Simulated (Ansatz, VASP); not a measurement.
# Sn: VASP beside Ansatz

```
Sn
1.0
     0.00000    2.98595    3.50525
     2.98595    0.00000    3.50525
     2.98595    2.98595    0.00000
Sn
2
Direct
  0.50000 0.50000 0.50000
  0.75000 0.75000 0.75000
```

Change from the starting cell: strain -0.080 along x and y, +0.080 along z, atoms carried along.

Alike in both runs: task single point; functional PBEsol; k mesh 12 × 12 × 12; occupations gaussian, width 0.15 eV; no spin polarisation.

|  | VASP | Ansatz |
| --- | --- | --- |
| version | VASP 6.6.1 | Ansatz 0.2.0 |
| potentials or method | VASP PAW PBE potentials, release 64 (Sn_d), cutoff 520 eV | scalar-relativistic, plane waves, PAW |
| valence electrons in the cell | 28 | 28 |

|  | VASP | Ansatz | Ansatz less VASP |
| --- | --- | --- | --- |
| gap on the k mesh at the Fermi level (eV) | none | none | - |
| pressure (GPa) | 5.7 | 5.8 | +0.10 |
| traceless stress, the component that is largest in VASP (GPa) | -4.01 | -4.01 | 0.000 |

VASP's potentials were made for PBE, not for PBEsol. A gap of «none» marks a metal or a gap that the smearing closes. With one functional, cell and mesh, what is left measures potentials, basis and numerics.
